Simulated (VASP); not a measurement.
Input of a VASP 6.6.1 run:

Contents of INCAR:

```
SYSTEM = IO
PREC = Accurate
ENCUT = 520
EDIFF = 1E-7
ISMEAR = 0
SIGMA = 0.1
LREAL = .FALSE.
LASPH = .TRUE.
NELM = 60
ALGO = Normal
ISIF = 2
LWAVE = .FALSE.
LCHARG = .TRUE.
GGA = PE
IVDW = 12
LELF = .TRUE.
LVHAR = .TRUE.
NBANDS = 14
```

File KPOINTS:

```
regular mesh
0
G
  6 6 6
  0 0 0
```

POSCAR

```
IO
1.0
    0.0000000000      3.0697659800      3.0697659800
    3.0697659800      0.0000000000      3.0697659800
    3.0697659800      3.0697659800      0.0000000000
I O
1 1
Direct
    0.0000000000      0.0000000000      0.0000000000
    0.5000000000      0.5000000000      0.5000000000
```

Potentials or basis: VASP PAW PBE potentials, release 64 (I, O).

Run with:

```console
$ cat potpaw_PBE.64/I/POTCAR potpaw_PBE.64/O/POTCAR > POTCAR
$ mpirun -np 1 vasp_std > vasp.out
```

Predict the pressure.

-11.2 GPa.

Estimate the dispersion energy per atom.

-0.184 eV.

Caveat: an odd number of electrons without spin polarisation forces a metal; a magnetic or distorted state may lie lower; pairwise dispersion overbinds metals, which lowers pressure and volume.
